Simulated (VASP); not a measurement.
# WS2 in VASP: further runs

The runs below take WS2 through single point, with PBEsol.

All numbers are computed with VASP 6.6.1; they aren't measurements. Logs are shortened: lines on timing, memory, paths and dates and some standing lists are left out, and cuts for length are marked.

## (1) The cell of the first run

The cell holds a slab with vacuum, 6 atoms: a = 3.050 Å, b = 3.050 Å, c = 22.681 Å, α = 90.00°, β = 90.00°, γ = 120.00°.

## (2) Single point, PBEsol

File INCAR:

```
  PREC = Accurate
  ENCUT = 500
  EDIFF = 1E-6
  ISMEAR = 1
  SIGMA = 0.1
  LREAL = F
  LASPH = T
  NELM = 120
  ALGO = Normal
  ISIF = 2
  LWAVE = F
  LCHARG = F
  GGA = PS
  NBANDS = 35
  GGA_COMPAT = F
```

File KPOINTS:

```
regular mesh
0
Gamma
  8 8 1
```

File POSCAR:

```
WS2
1.0
    3.0504181624      0.0000000000      0.0000000000
   -1.5252086020      2.6417387971      0.0000000000
    0.0000000000      0.0000000000     22.6813962061
W S
2 4
Direct
    0.3333333333      0.6666666667      0.6373180000
    0.6666666667      0.3333333333      0.3626820000
    0.3333333333      0.6666666667      0.2968160000
    0.6666666667      0.3333333333      0.5714420000
    0.3333333333      0.6666666667      0.4285580000
    0.6666666667      0.3333333333      0.7031840000
```

Potentials or basis: VASP PAW PBE potentials, release 64 (W_sv, S).

Run with:

```sh
> cat potpaw_PBE.64/W_sv/POTCAR potpaw_PBE.64/S/POTCAR > POTCAR
> mpirun -np 1 vasp_std > vasp.out
```

OUTCAR:

```text
PREC = Accurate
   ENCUT = 500
   EDIFF = 1E-6
   ISMEAR = 1
   LREAL = F
   LASPH = T
   NELM = 120
   ISIF = 2
   GGA = PS

 ion  position               nearest neighbor table
   1  0.333  0.667  0.637-   6 2.31   6 2.31   6 2.31   4 2.31   4 2.31   4 2.31
   2  0.667  0.333  0.363-   3 2.31   3 2.31   3 2.31   5 2.31   5 2.31   5 2.31
   3  0.333  0.667  0.297-   2 2.31   2 2.31   2 2.31
   4  0.667  0.333  0.571-   1 2.31   1 2.31   1 2.31
   5  0.333  0.667  0.429-   2 2.31   2 2.31   2 2.31
   6  0.667  0.333  0.703-   1 2.31   1 2.31   1 2.31

  LATTYP: Found a hexagonal cell.
 ALAT       =     3.0504181624
 C/A-ratio  =     7.4355039206

  Lattice vectors:

 A1 = (   3.0504181624,   0.0000000000,   0.0000000000)
 A2 = (  -1.5252086020,   2.6417387971,   0.0000000000)
 A3 = (   0.0000000000,   0.0000000000,  22.6813962061)

Analysis of symmetry for initial positions (statically):
=====================================================================
 Subroutine PRICEL returns:
 Original cell was already a primitive cell.

 Routine SETGRP: Setting up the symmetry group for a
 hexagonal supercell.

 Subroutine GETGRP returns: Found 12 space group operations
 (whereof 12 operations were pure point group operations)
 out of a pool of 24 trial point group operations.

The static configuration has the point symmetry D_3d.

Analysis of symmetry for dynamics (positions and initial velocities):
=====================================================================
 Subroutine PRICEL returns:
 Original cell was already a primitive cell.

 Routine SETGRP: Setting up the symmetry group for a
 hexagonal supercell.

 Subroutine GETGRP returns: Found 12 space group operations
 (whereof 12 operations were pure point group operations)
 out of a pool of 24 trial point group operations.

The dynamic configuration has the point symmetry D_3d.

 Subroutine INISYM returns: Found 12 space group operations
 (whereof 12 operations are pure point group operations),
 and found     1 'primitive' translations

----------------------------------------------------------------------------------------

                                     Primitive cell

  volume of cell :     182.7759

  direct lattice vectors                    reciprocal lattice vectors
     3.050418162  0.000000000  0.000000000     0.327823907  0.189269221  0.000000000
    -1.525208602  2.641738797  0.000000000     0.000000000  0.378538560  0.000000000
     0.000000000  0.000000000 22.681396206     0.000000000  0.000000000  0.044088997

  length of vectors
     3.050418162  3.050417209 22.681396206     0.378538442  0.378538560  0.044088997

  position of ions in fractional coordinates (direct lattice)
     0.333333333  0.666666667  0.637318000
     0.666666667  0.333333333  0.362682000
     0.333333333  0.666666667  0.296816000
     0.666666667  0.333333333  0.571442000
     0.333333333  0.666666667  0.428558000
     0.666666667  0.333333333  0.703184000

  ion indices of the primitive-cell ions
   primitive index   ion index
                 1           1
                 2           2
                 3           3
                 4           4
                 5           5
                 6           6

----------------------------------------------------------------------------------------

 KPOINTS: regular mesh

Automatic generation of k-mesh.
 Grid dimensions read from file:
 generate k-points for:    8    8    1

 Generating k-lattice:

  Cartesian coordinates                     Fractional coordinates (reciprocal lattice)
     0.040977988  0.023658653  0.000000000     0.125000000  0.000000000  0.000000000
     0.000000000  0.047317320  0.000000000     0.000000000  0.125000000  0.000000000
     0.000000000  0.000000000  0.044088997     0.000000000  0.000000000  1.000000000

  Length of vectors
     0.047317305  0.047317320  0.044088997

  Shift w.r.t. Gamma in fractional coordinates (k-lattice)
     0.000000000  0.000000000  0.000000000

 Subroutine IBZKPT returns following result:
 ===========================================

 Found     10 irreducible k-points:

 Following reciprocal coordinates:
            Coordinates               Weight
  0.000000  0.000000  0.000000      1.000000
  0.125000  0.000000  0.000000      6.000000
  0.250000  0.000000  0.000000      6.000000
  0.375000  0.000000  0.000000      6.000000
  0.500000  0.000000  0.000000      3.000000
  0.125000  0.125000  0.000000      6.000000
  0.250000  0.125000  0.000000     12.000000
  0.375000  0.125000  0.000000     12.000000
  0.250000  0.250000  0.000000      6.000000
  0.375000  0.250000  0.000000      6.000000
   k-points           NKPTS =     10   k-points in BZ     NKDIM =     10   number of bands    NBANDS=     35
   number of dos      NEDOS =    301   number of ions     NIONS =      6
   total plane-waves  NPLWV =  96768
   dimension x,y,z NGX =    24 NGY =   24 NGZ =  168
   dimension x,y,z NGXF=    48 NGYF=   48 NGZF=  336
   ions per type =               2   4
   NGX,Y,Z   is equivalent  to a cutoff of  13.08, 13.08, 12.31 a.u.
   NGXF,Y,Z  is equivalent  to a cutoff of  26.16, 26.16, 24.63 a.u.
 SYSTEM =  unknown system
   PREC   = accura    normal or accurate (medium, high low for compatibility)
   ISTART =      0    job   : 0-new  1-cont  2-samecut
   ICHARG =      2    charge: 1-file 2-atom 10-const
   ISPIN  =      1    spin polarized calculation?
   LNONCOLLINEAR =      F non collinear calculations
   LSORBIT =      F    spin-orbit coupling
   LASPH  =      T    aspherical Exc in radial PAW
   ENCUT  =  500.0 eV  36.75 Ry    6.06 a.u.   5.56  5.56 41.35*2*pi/ulx,y,z
   NELM   =    120;   NELMIN=  2; NELMDL= -5     # of ELM steps
   EDIFF  = 0.1E-05   stopping-criterion for ELM
   LREAL  =      F    real-space projection
   EDIFFG = 0.1E-04   stopping-criterion for IOM
   NSW    =      0    number of steps for IOM
   IBRION =     -1    ionic relax: 0-MD 1-quasi-New 2-CG
   NFREE  =      0    steps in history (QN), initial steepest desc. (CG)
   ISIF   =      2    stress and relaxation
   ISYM   =      2    0-nonsym 1-usesym 2-fastsym
   POTIM  = 0.5000    time-step for ionic-motion
   TEBEG  =    0.0;   TEEND  =   0.0 temperature during run
   PSTRESS=    0.0 pullay stress
   NELECT =      52.0000    total number of electrons
   NUPDOWN=      -1.0000    fix difference up-down
   EMIN   =  10.00;   EMAX   =-10.00  energy-range for DOS
   EFERMI =   0.00;   METHOD = LEGACY
   ISMEAR =     1;   SIGMA  =   0.10  broadening in eV -4-tet -1-fermi 0-gaus
   EFERMI_NEDOS =   21; number of points for ismear=-14 and -15
   IALGO  =     38    algorithm
   IMIX   =      4    mixing-type and parameters
     AMIX     =   0.40;   BMIX     =  1.00
     AMIX_MAG =   1.60;   BMIX_MAG =  1.00
  volume/ion in A,a.u.               =      30.46       205.57
  Fermi-wavevector in a.u.,A,eV,Ry     =   1.076720  2.034706 15.773598  1.159327
  Thomas-Fermi vector in A             =   2.212612
   LORBIT       =      0    0 simple, 1 ext, 2 COOP (PROOUT), +10 PAW based schemes
   GGA     = PS    functional components
   LHFCALC =     F    Hartree Fock is set to
   AEXX    =    0.0000 exact exchange contribution
   IVDW    =     0    specifies the selected vdW correction
   LEPSILON=     F    determine dielectric tensor
   LRPA    =     F    only Hartree local field effects (RPA)
 non-spin polarized calculation
 Methfessel and Paxton  Order N= 1 SIGMA  =   0.10
  energy-cutoff  :      500.00
  volume of cell :      182.78
 maximum number of plane-waves:      4703
 NGX is ok and might be reduce to    24
   NGX = 11   NGY = 11   NGZ = 83

 number of electron      52.0000003 magnetization

 Free energy of the ion-electron system (eV)
  ---------------------------------------------------
  ext. energy  EPLUGINS =         0.00000000
  ---------------------------------------------------
  free energy    TOTEN  =       -49.76224086 eV

  energy without entropy =      -49.76233146  energy(sigma->0) =      -49.76227106

 E-fermi :   1.9641     XC(G=0):  -6.5808

 val. band max:        1.8799424695   @ k =   0.0000   0.0000   0.0000
 cond. band min:       3.6641408500   @ k =   0.2500   0.1250   0.0000
 fundamental gap:      1.7841983805
 Fermi energy:         1.9641304582

 k-point     1 :       0.0000    0.0000    0.0000
  band No.  band energies     occupation
      1     -72.1645      2.00000
      2     -72.1645      2.00000
      3     -36.5990      2.00000
      4     -36.5989      2.00000
      5     -36.2950      2.00000
      6     -36.2950      2.00000
[... 27 lines left out ...]
     34       5.2158      0.00000
     35       6.7565      0.00000

 k-point     2 :       0.1250    0.0000    0.0000
  band No.  band energies     occupation
      1     -72.1598      2.00000
      2     -72.1597      2.00000
      3     -36.5829      2.00000
      4     -36.5829      2.00000
      5     -36.3794      2.00000
      6     -36.3794      2.00000
[... 27 lines left out ...]
     34       5.3467      0.00000
     35       7.1264      0.00000

 k-point     3 :       0.2500    0.0000    0.0000
  band No.  band energies     occupation
      1     -72.1483      2.00000
      2     -72.1483      2.00000
      3     -36.5784      2.00000
      4     -36.5784      2.00000
      5     -36.5440      2.00000
      6     -36.5440      2.00000
[... 27 lines left out ...]
     34       6.3561      0.00000
     35       8.0471      0.00000
[... 191 lines left out ...]
 k-point     9 :       0.2500    0.2500    0.0000
  band No.  band energies     occupation
      1     -72.1320      2.00000
      2     -72.1320      2.00000
      3     -36.7485      2.00000
      4     -36.7485      2.00000
      5     -36.5300      2.00000
      6     -36.5300      2.00000
[... 27 lines left out ...]
     34       7.7322      0.00000
     35       8.8504      0.00000

 k-point    10 :       0.3750    0.2500    0.0000
  band No.  band energies     occupation
      1     -72.1286      2.00000
      2     -72.1286      2.00000
      3     -36.7550      2.00000
      4     -36.7550      2.00000
      5     -36.5938      2.00000
      6     -36.5938      2.00000
[... 27 lines left out ...]
     34       7.8571      0.00000
     35       8.2902      0.00000

------------------------ aborting loop because EDIFF is reached ----------------------------------------

  FORCE on cell =-STRESS in cart. coord.  units (eV):
  Direction    XX          YY          ZZ          XY          YZ          ZX
  --------------------------------------------------------------------------------------
  -------------------------------------------------------------------------------------
  Total       13.0819413     13.0819331     15.8761855      0.0000024      0.0000000      0.0000000
  in kB      114.6736777    114.6736061    139.1674632      0.0000208      0.0000000      0.0000000
  external PRESSURE =     122.8382490 kB  Pullay stress =       0.0000000 kB

 VOLUME and BASIS-vectors are now :
 -----------------------------------------------------------------------------
  energy-cutoff  :      500.00
  volume of cell :      182.78
      direct lattice vectors                 reciprocal lattice vectors
     3.050418162  0.000000000  0.000000000     0.327823907  0.189269221  0.000000000
    -1.525208602  2.641738797  0.000000000     0.000000000  0.378538560  0.000000000
     0.000000000  0.000000000 22.681396206     0.000000000  0.000000000  0.044088997

 POSITION                                       TOTAL-FORCE (eV/Angst)
 -----------------------------------------------------------------------------------
      0.00000      1.76116     14.45526         0.000000      0.000000      0.014004
      1.52521      0.88058      8.22613        -0.000000     -0.000000     -0.014004
      0.00000      1.76116      6.73220        -0.000000      0.000000     -2.654049
      1.52521      0.88058     12.96110        -0.000000     -0.000000     -2.657035
      0.00000      1.76116      9.72029         0.000000      0.000000      2.657035
      1.52521      0.88058     15.94919         0.000000      0.000000      2.654049
 -----------------------------------------------------------------------------------
    total drift:                               -0.000000     -0.000000     -0.000000

  FREE ENERGIE OF THE ION-ELECTRON SYSTEM (eV)
  ---------------------------------------------------
  free  energy   TOTEN  =       -49.7622408637 eV

  energy  without entropy=      -49.7623314613  energy(sigma->0) =      -49.76227106
```

It took 3.3 min on 1 thread of Intel Xeon 8259CL, shared host; peak memory 0.31 GiB.

Results:

```
Free energy            : -49.7622 eV
Largest force          : 2.657 eV/Å
Band gap on the k mesh : 1.78 eV (least direct gap 2.62 eV)
```

Forces on the atoms (eV/Å):
```
W    0.000  0.000  0.014
W    0.000  0.000 -0.014
S    0.000  0.000 -2.654
S    0.000  0.000 -2.657
S    0.000  0.000  2.657
S    0.000  0.000  2.654
```

Caveat: the PAW data sets were made with another functional, which shifts forces and pressure a little; spin-orbit coupling is left out, which moves the levels of the heavy elements.

## (3) Single point, PBEsol

This run uses another cell than the first one.

File INCAR:

```
PREC = Accurate
ENCUT = 500
EDIFF = 1E-6
ISMEAR = 1
SIGMA = 0.1
LREAL = F
LASPH = T
NELM = 120
ALGO = Normal
ISIF = 2
LWAVE = F
LCHARG = F
GGA = PS
NBANDS = 35
GGA_COMPAT = F
```

KPOINTS is that of step 2.

Edit POSCAR of step 2 so:

```diff
@@ -2,5 +2,5 @@
 1.0
-    3.0504181624      0.0000000000      0.0000000000
-   -1.5252086020      2.6417387971      0.0000000000
-    0.0000000000      0.0000000000     22.6813962061
+    3.0959535049      0.0000000000      0.0000000000
+   -1.5479762662      2.6811735482      0.0000000000
+    0.0000000000      0.0000000000     23.0199744242
 W S
```

Potentials or basis: VASP PAW PBE potentials, release 64 (W_sv, S).

Run with:

```sh
> cat potpaw_PBE.64/W_sv/POTCAR potpaw_PBE.64/S/POTCAR > POTCAR
> mpirun -np 1 vasp_std > vasp.out
```

It took 3.4 min on 1 thread of Intel Xeon 8259CL, shared host; peak memory 0.32 GiB.

Results (log left out):

```yaml
Free_energy: -50.2508 eV
Largest_force: 1.601 eV/Å
Band_gap_on_the_k_mesh: 1.76 eV (least direct gap 2.48 eV)
```

Forces in eV/Å, atoms in the order of the input:
```
W    0.000  0.000  0.011
W    0.000  0.000 -0.011
S    0.000  0.000 -1.589
S    0.000  0.000 -1.601
S    0.000  0.000  1.601
S    0.000  0.000  1.589
```

Levels at points of the mesh, in eV from the valence-band top:
```
           k point  band 22  band 23  band 24  band 25  band 26  band 27  band 28  band 29  band 30  band 31
(0.00, 0.00, 0.00)    -2.12    -2.11    -2.11    -0.64     0.00     2.78     2.78     2.78     2.78     3.09
(0.50, 0.00, 0.00)    -2.51    -1.64    -1.59    -1.40    -1.35     2.80     2.82     3.23     3.36     3.76
```

Caveat: the PAW data sets were made with another functional, which shifts forces and pressure a little; spin-orbit coupling is left out, which moves the levels of the heavy elements.

## (4) Single point, PBEsol

This run uses another cell than the first one.

File INCAR:

```
PREC = Accurate ; ENCUT = 500
EDIFF = 1E-6 ; ISMEAR = 1
SIGMA = 0.1 ; LREAL = F
LASPH = T ; NELM = 120
ALGO = Normal ; ISIF = 2
LWAVE = F ; LCHARG = F
GGA = PS ; NBANDS = 35
GGA_COMPAT = F
```

File KPOINTS:

```
Automatic mesh
0
Gamma
  8 8 1
```

Edit POSCAR of step 3 so:

```diff
@@ -2,5 +2,5 @@
 1.0
-    3.0959535049      0.0000000000      0.0000000000
-   -1.5479762662      2.6811735482      0.0000000000
-    0.0000000000      0.0000000000     23.0199744242
+    3.1401873884      0.0000000000      0.0000000000
+   -1.5700932009      2.7194812030      0.0000000000
+    0.0000000000      0.0000000000     23.3488756380
 W S
```

Run with:

```sh
> cat potpaw_PBE.64/W_sv/POTCAR potpaw_PBE.64/S/POTCAR > POTCAR
> mpirun -np 1 vasp_std > vasp.out
```

Run time: 3.4 min. Hardware: 1 thread of Intel Xeon 8259CL, shared host; peak memory 0.32 GiB.

It converged, with:

```
Free energy            : -50.4781 eV
Largest force          : 0.701 eV/Å
Band gap on the k mesh : 1.74 eV (least direct gap 2.35 eV)
```

Forces on the atoms (eV/Å):
```
W    0.000  0.000  0.009
W    0.000  0.000 -0.009
S    0.000  0.000 -0.681
S    0.000  0.000 -0.701
S    0.000  0.000  0.701
S    0.000  0.000  0.681
```

Levels at points of the mesh, in eV from the valence-band top:
```tsv
k point	band 22	band 23	band 24	band 25	band 26	band 27	band 28	band 29	band 30	band 31
(0.00, 0.00, 0.00)	-2.04	-2.03	-2.03	-0.56	0.00	2.67	2.67	2.68	2.68	2.91
(0.50, 0.00, 0.00)	-2.45	-1.63	-1.58	-1.34	-1.29	2.65	2.67	3.09	3.19	3.67
```

Caveat: the PAW data sets were made with another functional, which shifts forces and pressure a little; spin-orbit coupling is left out, which moves the levels of the heavy elements.

## (5) The runs side by side

```tsv
cell	gap on the mesh (eV)	largest force (eV/Å)
a = 3.050, b = 3.050, c = 22.681 Å, angles 90.0, 90.0, 120.0°, 6 atoms	1.78	2.66
a = 3.096, b = 3.096, c = 23.020 Å, angles 90.0, 90.0, 120.0°, 6 atoms	1.76	1.60
a = 3.140, b = 3.140, c = 23.349 Å, angles 90.0, 90.0, 120.0°, 6 atoms	1.74	0.70
```

Alike in all rows: task single point; level PBEsol; potentials or basis VASP PAW PBE potentials, release 64 (W_sv, S); no spin polarisation; k mesh 8 × 8 × 1; cutoff (eV) 500; smearing methfessel-paxton 0.1 eV.

Caveats: the PAW data sets were made with another functional, which shifts forces and pressure a little; spin-orbit coupling is left out, which moves the levels of the heavy elements.

Total energies depend on the potentials used, so only differences within one code and one set of settings carry meaning.
